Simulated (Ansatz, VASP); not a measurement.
Two plane-wave programs on ZnS

```xyz
2
Lattice="0.0000 2.6945 2.6541 2.6945 0.0000 2.6541 2.6945 2.6945 0.0000" Properties=species:S:1:pos:R:3 pbc="T T T"
Zn    0.0000    0.0000    0.0000
S     4.0418    4.0418    3.9811
```

Change from the starting cell: strain +0.000 along x and y, -0.015 along z, atoms carried along.

Alike in both runs: task single point; functional r2SCAN; k mesh 8 × 8 × 8; occupations gaussian, width 0.05 eV; no spin polarisation.

```csv
,VASP,Ansatz
version,VASP 6.6.1,Ansatz 0.2.0
potentials or method,"VASP PAW PBE potentials, release 64 (Zn, S), cutoff 520 eV","scalar-relativistic, plane waves, PAW"
valence electrons in the cell,18,18
```

Ansatz gave:

| Quantity | Value |
| --- | --- |
| gap on the k mesh at the Fermi level (eV) | 2.74 |
| least direct gap on the mesh (eV) | 2.74 |
| pressure (GPa) | 1.2 |
| traceless stress, the component that is largest in VASP (GPa) | 0.42 |

Question: Which values does VASP return?

Answer: gap on the k mesh at the Fermi level (eV): 2.75; least direct gap on the mesh (eV): 2.75; pressure (GPa): 1.2; traceless stress, the component that is largest in VASP (GPa): 0.40.

VASP's potentials were made for PBE, not for r2SCAN.
